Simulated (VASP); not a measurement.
# SnO: single point with HSE06

Crystal: SnO.

```
Sn O
1.0
     3.64088    0.00000    0.00000
     0.00000    3.64088    0.00000
     0.00000    0.00000    4.56805
Sn O
2 2
Direct
  0.00000 0.50000 0.25932
  0.50000 0.00000 0.74068
  0.50000 0.50000 0.00000
  0.00000 0.00000 0.00000
```

This cell differs from its parent crystal: strain -4.0%.

```json
{
  "Program": "VASP 6.6.1",
  "Task": "single point",
  "Functional": "HSE06",
  "Potentials or basis": "VASP PAW PBE potentials, release 64 (Sn_d, O)",
  "Cutoff": "520 eV",
  "k mesh": "4 × 4 × 4",
  "Occupations": "fermi-dirac, width 0.02 eV",
  "Spin": "no spin polarisation"
}
```

- Pressure: 9.3 GPa
- Largest force: 0.054 eV/Å
- Band gap on the k mesh: zero (bands 20 and 21 overlap by 1.30 eV)

Forces in eV/Å, atoms in the order of the input:
```
Sn   0.000  0.000  0.054
Sn   0.000  0.000 -0.054
O    0.000  0.000  0.000
O    0.000  0.000  0.000
```

Stress tensor (GPa, compression positive):
```
11.28  0.00  0.00
 0.00 11.28  0.00
 0.00  0.00  5.23
```

Levels at points of the mesh, in eV from the Fermi level:
```csv
k point,band 18,band 19,band 20,band 21,band 22,band 23
"(0.00, 0.00, 0.00)",-4.33,-4.33,0.74,3.74,4.96,4.96
"(0.50, 0.00, 0.00)",-6.39,-4.08,-4.08,4.47,4.47,6.90
"(0.50, 0.50, 0.00)",-3.58,-2.52,-2.52,-0.56,-0.56,4.95
"(0.00, 0.00, 0.50)",-4.34,-3.59,-2.19,2.93,2.93,2.94
"(0.50, 0.00, 0.50)",-6.33,-2.61,-2.61,3.65,3.65,6.12
"(0.50, 0.50, 0.50)",-3.70,-3.59,-3.59,2.21,2.21,5.51
```

Run time: 27 min on 4 MPI ranks on Intel(R) Xeon(R) Platinum 8259CL CPU @ 2.50GHz (Skylake/Cascade Lake), on a shared host, peak memory 0.29 GiB a rank.

Caveat: the k points lie up to 0.43 Å⁻¹ apart, too coarse for converged energies and pressures of a metal; the cell differs from its parent crystal (strain -4.0%); the PAW data sets were made with another functional, which shifts forces and pressure a little; spin-orbit coupling is left out, which moves the levels of the heavy elements.
